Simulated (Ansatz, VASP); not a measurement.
**One calculation of Ir, two programs**

File POSCAR:

```
Ir
1.0
    0.0000000000      1.8429120000      1.8429120000
    1.8429120000      0.0000000000      1.8429120000
    1.8429120000      1.8429120000      0.0000000000
Ir
1
Direct
    0.0000000000      0.0000000000      0.0000000000
```

INCAR.step1

```
PREC = Accurate
ENCUT = 550
ISMEAR = 0
SIGMA = 0.15
LREAL = F
LASPH = T
NELM = 120
NBANDS = 14
GGA = PE
ALGO = Normal
EDIFF = 1E-5
LWAVE = T
LCHARG = F
GGA_COMPAT = F
```

INCAR.step2

```
PREC = Accurate
ENCUT = 550
EDIFF = 1E-6
ISMEAR = 0
SIGMA = 0.15
LREAL = F
LASPH = T
NELM = 120
ALGO = Normal
ISIF = 2
LWAVE = F
LCHARG = F
METAGGA = R2SCAN
LMIXTAU = T
NBANDS = 14
ISTART = 1
GGA_COMPAT = F
```

File KPOINTS:

```
Automatic mesh
0
Gamma
  22 22 22
```

Input for Ansatz:

```yaml
crystal:
  lattice:
    - [0.0, 1.842912, 1.842912]
    - [1.842912, 0.0, 1.842912]
    - [1.842912, 1.842912, 0.0]
  atoms:
    - { symbol: Ir, position: [0.0, 0.0, 0.0] }
basis:
  ecutwfc: 500
kpoints:
  mp_grid: { grid: [22, 22, 22] }
hamiltonian:
  xc: r2scan
scf:
  occupations: { method: gaussian, width: 0.15 }
output:
  forces: true
  stress: true
  eigenvalues: true
```

Change from the starting cell: strain -0.040 along x and y, -0.040 along z, atoms carried along.

Alike in both runs: task single point; functional r2SCAN; k mesh 22 × 22 × 22; occupations gaussian, width 0.15 eV; no spin polarisation.

|  | VASP | Ansatz |
| --- | --- | --- |
| version | VASP 6.6.1 | Ansatz 0.2.0 |
| potentials or method | VASP PAW PBE potentials, release 64 (Ir_sv_GW), cutoff 550 eV | scalar-relativistic, plane waves, PAW |
| valence electrons in the cell | 17 | 17 |

|  | VASP | Ansatz | Ansatz less VASP |
| --- | --- | --- | --- |
| gap on the k mesh at the Fermi level (eV) | none | none | - |
| pressure (GPa) | 63.1 | 65.5 | +2.38 |

VASP's potentials were made for PBE, not for r2SCAN. A gap of «none» marks a metal or a gap that the smearing closes. Both programs put the cell under a high pressure, so it lies far from rest at this level.

Neither program's run includes spin-orbit coupling. Noted on VASP's run: the cell as given lies far from equilibrium.
